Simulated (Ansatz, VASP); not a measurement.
## Sn in VASP and in Ansatz

```xyz
1
Lattice="-1.8947 1.8947 1.7431 1.8947 -1.8947 1.7431 1.8947 1.8947 -1.7431" Properties=species:S:1:pos:R:3 pbc="T T T"
Sn    0.0000    0.0000    0.0000
```

Change from the starting cell: strain +0.000 along x and y, -0.080 along z, atoms carried along.

Alike in both runs: task single point; functional PBEsol; k mesh 18 × 18 × 18; occupations gaussian, width 0.15 eV; no spin polarisation.

```csv
,VASP,Ansatz
version,VASP 6.6.1,Ansatz 0.2.0
potentials or method,"VASP PAW PBE potentials, release 64 (Sn_d), cutoff 520 eV","scalar-relativistic, plane waves, PAW"
valence electrons in the cell,14,14
```

```tsv
	VASP	Ansatz	Ansatz less VASP
gap on the k mesh at the Fermi level (eV)	none	none	-
pressure (GPa)	2.8	2.8	+0.02
traceless stress, the component that is largest in VASP (GPa)	-0.34	-0.34	+0.005
```

VASP's potentials were made for PBE, not for PBEsol. A gap of «none» marks a metal or a gap that the smearing closes. The functional is the same, so the differences come from potentials, cutoffs and numerics.
